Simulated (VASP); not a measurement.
F, 4 atoms in the cell. The structure is monoclinic, space group C2/m (No. 12). Conventional cell: a = 5.301 Å, b = 3.035 Å, c = 7.047 Å, α = 90.00°, β = 107.37°, γ = 90.00°. Within 1.9 Å of F (site symmetry m) lie 1 F at 1.41 Å. Within 1.9 Å of F (site symmetry m) lie 1 F at 1.41 Å. 

| Quantity | Value |
| --- | --- |
| Program | VASP 6.6.1 |
| Task | single point |
| Functional | r2SCAN |
| Potentials or basis | VASP PAW PBE potentials, release 64 (F) |
| Cutoff | 520 eV |
| k mesh | 8 × 8 × 4 |
| Occupations | gaussian, width 0.01 eV |
| Spin | no spin polarisation |
| Dipole correction | no |
| Further INCAR settings | ALGO = Normal; EDIFF = 1e-06; NBANDS = 22 |

Potentials or basis: VASP PAW PBE potentials, release 64 (F).

The run is started by

```console
$ cat potpaw_PBE.64/F/POTCAR > POTCAR
$ cp INCAR.step1 INCAR
$ mpirun -np 1 vasp_std > vasp.out
$ cp INCAR.step2 INCAR
$ mpirun -np 1 vasp_std > vasp.out
```

Hardware: 1 thread of AMD EPYC 7R43 64-Core Processor (Zen 3), on a shared host.

Problem. Estimate the wall time of this run.

Solution. Wall time 5 min on 1 thread of AMD EPYC 7R43 64-Core Processor (Zen 3), with other jobs on the host, peak memory 0.17 GiB. Counts: k points 78.
